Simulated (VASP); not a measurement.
Write the native input for VASP 6.6.1 that does the following.

```
Task                   : single point
Functional             : PBE
Potentials or basis    : VASP PAW PBE potentials, release 64 (Bi_d)
Cutoff                 : 500 eV
k mesh                 : 2 × 2 × 3
Occupations            : gaussian, width 0.1 eV
Spin                   : no spin polarisation
Dipole correction      : no
Further INCAR settings : ALGO = Normal; EDIFF = 1e-06; NBANDS = 22
```

The structure of Bi lies in POSCAR:

```
Bi
1.0
    3.4885980000     -3.1325780000      0.0000000000
    3.4885980000      3.1325780000      0.0000000000
   -1.2602350000      0.0000000000      3.1135500000
Bi
2
Direct
    0.5569390000      0.3319390000      0.9596180000
    1.0630610000      0.8380610000      1.6743820000
```

One way to write it, as run:

INCAR

```
  PREC = Accurate
  ENCUT = 500
  EDIFF = 1E-6
  ISMEAR = 0
  SIGMA = 0.1
  LREAL = F
  LASPH = T
  NELM = 120
  ALGO = Normal
  ISIF = 2
  LWAVE = F
  LCHARG = F
  GGA = PE
  NBANDS = 22
  GGA_COMPAT = F
```

KPOINTS

```
regular mesh
0
Gamma
  2 2 3
```

Potentials or basis: VASP PAW PBE potentials, release 64 (Bi_d).

The run is started by

```bash
$ cat potpaw_PBE.64/Bi_d/POTCAR > POTCAR
$ mpirun -np 1 vasp_std > vasp.out
```

It gave:

```
Pressure               : 1.2 GPa
Largest force          : 0.613 eV/Å
Band gap on the k mesh : zero (band 15 reaches 9.95 eV, above the bottom of band 16 at 5.88 eV)
```

Caveat: the k points lie up to 0.70 Å⁻¹ apart; spin-orbit coupling is left out, which moves the levels of the heavy elements.

It took 5.6 s on 1 thread of Intel(R) Xeon(R) Platinum 8488C (Sapphire Rapids) (shared host), peak memory 0.16 GiB.
